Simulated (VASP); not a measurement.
Here is a VASP 6.6.1 calculation.

The input INCAR:

```
  PREC = Accurate
  ENCUT = 520
  EDIFF = 1E-6
  ISMEAR = -1
  SIGMA = 0.03
  LREAL = F
  LASPH = T
  NELM = 80
  ALGO = Normal
  ISIF = 2
  LWAVE = F
  LCHARG = F
  GGA = PS
  NBANDS = 11
```

KPOINTS

```
regular mesh
0
Gamma
  10 10 10
```

POSCAR

```
MgS
1.0
    0.0000000000      2.6526756994      2.6526756994
    2.6526756994      0.0000000000      2.6526756994
    2.6526756994      2.6526756994      0.0000000000
Mg S
1 1
Direct
    0.0000000000      0.0000000000      0.0000000000
    0.5000000000      0.5000000000      0.5000000000
```

Potentials or basis: VASP PAW PBE potentials, release 64 (Mg, S).

Run with:

```bash
$ cat potpaw_PBE.64/Mg/POTCAR potpaw_PBE.64/S/POTCAR > POTCAR
$ mpirun -np 1 vasp_std > vasp.out
```

Estimate the band gap on the k mesh.

2.58 eV, indirect (least direct gap 3.16 eV).

Estimate the pressure.

-5.0 GPa.

Caveat: the PAW data sets were made with another functional, which shifts forces and pressure a little. A k mesh can miss the band edges.
